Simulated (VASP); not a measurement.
# WC (P-6m2) in VASP: single point with LDA

Aim: the single point of WC with LDA.

Program: VASP 6.6.1. These are calculated values, not measurements. Logs are shortened: lines on timing, memory, paths and dates and some standing lists are left out, and cuts for length are marked.

## (1) The cell of the first run

It takes space group P-6m2 (No. 187, hexagonal). The conventional cell has a = 2.901 Å, b = 2.901 Å, c = 2.829 Å, α = 90.00°, β = 90.00°, γ = 120.00°. Within 3.0 Å of W (site symmetry -6m2) lie 6 C at 2.19 Å and 8 W at 2.83 to 2.90 Å. C (site symmetry -6m2) has 6 W at 2.19 Å and 8 C at 2.83 to 2.90 Å within 3.0 Å.

## (2) Single point, LDA

INCAR reads:

```
SYSTEM = WC
PREC = Accurate
ENCUT = 520
EDIFF = 1E-7
ISMEAR = 0
SIGMA = 0.15
LREAL = .FALSE.
LASPH = .TRUE.
NELM = 100
ALGO = Normal
ISIF = 2
LWAVE = .FALSE.
LCHARG = .FALSE.
GGA = CA
NBANDS = 16
```

KPOINTS reads:

```
Automatic mesh
0
G
  18 18 16
  0 0 0
```

POSCAR reads:

```
WC
1.0
    2.9005014360      0.0000000000      0.0000000000
   -1.4502507180      2.5119079273      0.0000000000
    0.0000000000      0.0000000000      2.8290000000
W C
1 1
Direct
    0.0000000000      0.0000000000      0.0000000000
    0.6666666667      0.3333333333      0.5000000000
```

Potentials or basis: VASP PAW LDA potentials, release 64 (W_sv, C).

Run with:

```
cat potpaw_LDA.64/W_sv/POTCAR potpaw_LDA.64/C/POTCAR > POTCAR
mpirun -np 1 vasp_std > vasp.out
```

OUTCAR:

```text
SYSTEM = WC
   PREC = Accurate
   ENCUT = 520
   EDIFF = 1E-7
   ISMEAR = 0
   LREAL = .FALSE.
   LASPH = .TRUE.
   NELM = 100
   ISIF = 2
   GGA = CA

 ion  position               nearest neighbor table
   1  0.000  0.000  0.000-   2 2.19   2 2.19   2 2.19   2 2.19   2 2.19   2 2.19
   2  0.667  0.333  0.500-   1 2.19   1 2.19   1 2.19   1 2.19   1 2.19   1 2.19

  LATTYP: Found a hexagonal cell.
 ALAT       =     2.9005014360
 C/A-ratio  =     0.9753485949

  Lattice vectors:

 A1 = (   2.9005014360,   0.0000000000,   0.0000000000)
 A2 = (  -1.4502507180,   2.5119079273,   0.0000000000)
 A3 = (   0.0000000000,   0.0000000000,   2.8290000000)

Analysis of symmetry for initial positions (statically):
=====================================================================
 Subroutine PRICEL returns:
 Original cell was already a primitive cell.

 Routine SETGRP: Setting up the symmetry group for a
 hexagonal supercell.

 Subroutine GETGRP returns: Found 12 space group operations
 (whereof 12 operations were pure point group operations)
 out of a pool of 24 trial point group operations.

The static configuration has the point symmetry D_3h.

Analysis of symmetry for dynamics (positions and initial velocities):
=====================================================================
 Subroutine PRICEL returns:
 Original cell was already a primitive cell.

 Routine SETGRP: Setting up the symmetry group for a
 hexagonal supercell.

 Subroutine GETGRP returns: Found 12 space group operations
 (whereof 12 operations were pure point group operations)
 out of a pool of 24 trial point group operations.

The dynamic configuration has the point symmetry D_3h.

 Subroutine INISYM returns: Found 12 space group operations
 (whereof 12 operations are pure point group operations),
 and found     1 'primitive' translations

----------------------------------------------------------------------------------------

                                     Primitive cell

  volume of cell :      20.6115

  direct lattice vectors                    reciprocal lattice vectors
     2.900501436  0.000000000  0.000000000     0.344767973  0.199051882  0.000000000
    -1.450250718  2.511907927  0.000000000     0.000000000  0.398103764  0.000000000
     0.000000000  0.000000000  2.829000000     0.000000000  0.000000000  0.353481796

  length of vectors
     2.900501436  2.900501436  2.829000000     0.398103764  0.398103764  0.353481796
[... 80 lines left out ...]
   NELM   =    100;   NELMIN=  2; NELMDL= -5     # of ELM steps
   EDIFF  = 0.1E-06   stopping-criterion for ELM
   LREAL  =      F    real-space projection
   EDIFFG = 0.1E-05   stopping-criterion for IOM
   NSW    =      0    number of steps for IOM
   IBRION =     -1    ionic relax: 0-MD 1-quasi-New 2-CG
   NFREE  =      0    steps in history (QN), initial steepest desc. (CG)
   ISIF   =      2    stress and relaxation
   ISYM   =      2    0-nonsym 1-usesym 2-fastsym
   POTIM  = 0.5000    time-step for ionic-motion
   TEBEG  =    0.0;   TEEND  =   0.0 temperature during run
   PSTRESS=    0.0 pullay stress
   NELECT =      18.0000    total number of electrons
   NUPDOWN=      -1.0000    fix difference up-down
   EMIN   =  10.00;   EMAX   =-10.00  energy-range for DOS
   EFERMI =   0.00;   METHOD = LEGACY
   ISMEAR =     0;   SIGMA  =   0.15  broadening in eV -4-tet -1-fermi 0-gaus
   EFERMI_NEDOS =   21; number of points for ismear=-14 and -15
   IALGO  =     38    algorithm
   IMIX   =      4    mixing-type and parameters
     AMIX     =   0.40;   BMIX     =  1.00
     AMIX_MAG =   1.60;   BMIX_MAG =  1.00
  volume/ion in A,a.u.               =      10.31        69.55
  Fermi-wavevector in a.u.,A,eV,Ry     =   1.564813  2.957068 33.315762  2.448639
  Thomas-Fermi vector in A             =   2.667381
   LORBIT       =      0    0 simple, 1 ext, 2 COOP (PROOUT), +10 PAW based schemes
   GGA     = CA    functional components
   LHFCALC =     F    Hartree Fock is set to
   AEXX    =    0.0000 exact exchange contribution
   IVDW    =     0    specifies the selected vdW correction
   LEPSILON=     F    determine dielectric tensor
   LRPA    =     F    only Hartree local field effects (RPA)
 non-spin polarized calculation
 Gauss-broadening in eV      SIGMA  =   0.15
  energy-cutoff  :      520.00
  volume of cell :       20.61
 maximum number of plane-waves:       580
 NGX is ok and might be reduce to    24
   NGX = 11   NGY = 11   NGZ = 11

 number of electron      18.0000001 magnetization

 Free energy of the ion-electron system (eV)
  ---------------------------------------------------
  ext. energy  EPLUGINS =         0.00000000
  ---------------------------------------------------
  free energy    TOTEN  =       -24.69848515 eV

  energy without entropy =      -24.69483501  energy(sigma->0) =      -24.69666008

 E-fermi :  11.0897     XC(G=0): -14.0155

 val. band max:       11.0689102232   @ k =   0.3333   0.3333   0.0625
 cond. band min:      11.0983772215   @ k =   0.4444  -0.0000   0.4375
 fundamental gap:      0.0294669983
 Fermi energy:        11.0897280230

 k-point     1 :       0.0000    0.0000    0.0000
  band No.  band energies     occupation
      1     -62.4414      2.00000
      2     -26.6834      2.00000
      3     -26.5783      2.00000
      4     -26.5783      2.00000
      5      -3.2445      2.00000
      6       6.7236      2.00000
[... 433 lines left out ...]
      3     -26.8344      2.00000
      4     -26.5668      2.00000
      5       0.1795      2.00000
      6       4.2439      2.00000
[... 8 lines left out ...]
     15      24.9589      0.00000
     16      28.6628      0.00000

 [... further k-points ...]

------------------------ aborting loop because EDIFF is reached ----------------------------------------

  FORCE on cell =-STRESS in cart. coord.  units (eV):
  Direction    XX          YY          ZZ          XY          YZ          ZX
  --------------------------------------------------------------------------------------
  -------------------------------------------------------------------------------------
  Total       -0.5597618     -0.5597618     -0.6617686      0.0000000      0.0000000     -0.0000000
  in kB      -43.5114999    -43.5114999    -51.4407178      0.0000000      0.0000000     -0.0000000
  external PRESSURE =     -46.1545725 kB  Pullay stress =       0.0000000 kB

 VOLUME and BASIS-vectors are now :
 -----------------------------------------------------------------------------
  energy-cutoff  :      520.00
  volume of cell :       20.61
      direct lattice vectors                 reciprocal lattice vectors
     2.900501436  0.000000000  0.000000000     0.344767973  0.199051882  0.000000000
    -1.450250718  2.511907927  0.000000000     0.000000000  0.398103764  0.000000000
     0.000000000  0.000000000  2.829000000     0.000000000  0.000000000  0.353481796

 POSITION                                       TOTAL-FORCE (eV/Angst)
 -----------------------------------------------------------------------------------
      0.00000      0.00000      0.00000        -0.000000      0.000000      0.000000
      1.45025      0.83730      1.41450         0.000000      0.000000      0.000000
 -----------------------------------------------------------------------------------
    total drift:                                0.000000     -0.000000      0.000000

  FREE ENERGIE OF THE ION-ELECTRON SYSTEM (eV)
  ---------------------------------------------------
  free  energy   TOTEN  =       -24.6984851504 eV

  energy  without entropy=      -24.6948350080  energy(sigma->0) =      -24.69666008
```

stdout:

```text
POSCAR found type information on POSCAR W C
 POSCAR found :  2 types and       2 ions
 scaLAPACK will be used
 LDA part: xc-table for (Slater(with rela. corr.)+CA(PZ))
 , standard interpolation
 POSCAR, INCAR and KPOINTS ok, starting setup
 FFT: planning ... GRIDC
 FFT: planning ... GRID_SOFT
 FFT: planning ... GRID
 WAVECAR not read
 entering main loop
```

It took 1.9 min on 1 thread of Intel Xeon 8259CL, shared host; peak memory 0.22 GiB.

What came out:

```
Free energy            : -24.6985 eV
Pressure               : -4.6 GPa
Band gap on the k mesh : zero (bands 9 and 10 overlap by 1.24 eV)
```

Stress tensor (GPa, compression positive):
```
-4.35  0.00  0.00
 0.00 -4.35  0.00
 0.00  0.00 -5.14
```

Levels at points of the mesh, in eV from the Fermi level:
```
           k point  band 6  band 7  band 8  band 9  band 10  band 11  band 12  band 13
(0.00, 0.00, 0.00)   -4.37   -3.38   -3.38    0.12     3.21     3.21     5.64     5.64
(0.50, 0.00, 0.00)   -7.00   -3.65   -3.61   -0.44     2.31     4.53     4.90     6.86
(0.00, 0.00, 0.50)   -8.65   -2.05   -2.05   -0.63    -0.63     3.68     4.50     4.50
(0.50, 0.00, 0.50)   -6.48   -4.36   -4.12    0.36     4.43     5.33     6.74     9.20
```

Caveat: the cell stands under tension; spin-orbit coupling is left out, which moves the levels of the heavy elements.

The gap in the log of VASP goes by the Fermi energy; the results here count the filled bands.